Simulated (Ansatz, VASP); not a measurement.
Two plane-wave programs on Cu

```
Cu
1.0
     2.69859    0.00000    0.00000
    -1.34929    2.33705    0.00000
     0.00000    0.00000    8.81069
Cu
4
Direct
  0.00000 0.00000 0.00000
  0.00000 0.00000 0.50000
  0.33333 0.66667 0.25000
  0.66667 0.33333 0.75000
```

Alike in both runs: task single point; functional RPBE; k mesh 16 × 16 × 5; occupations fermi-dirac, width 0.1 eV; no spin polarisation.

|  | VASP | Ansatz |
| --- | --- | --- |
| version | VASP 6.6.1 | Ansatz 0.2.0 |
| potentials or method | VASP PAW PBE potentials, release 64 (Cu), cutoff 520 eV | plane waves (420 eV) with PAW, scalar-relativistic |
| valence electrons in the cell | 44 | 76 |

|  | VASP | Ansatz | Ansatz less VASP |
| --- | --- | --- | --- |
| pressure (GPa) | -10.0 | -10.5 | -0.48 |

VASP's potentials were made for PBE, not for RPBE. The functional is the same, so the differences come from potentials, cutoffs and numerics. VASP's potentials hold 44 valence electrons a cell and Ansatz's 76, so a difference there can come from the potentials and not from the codes.
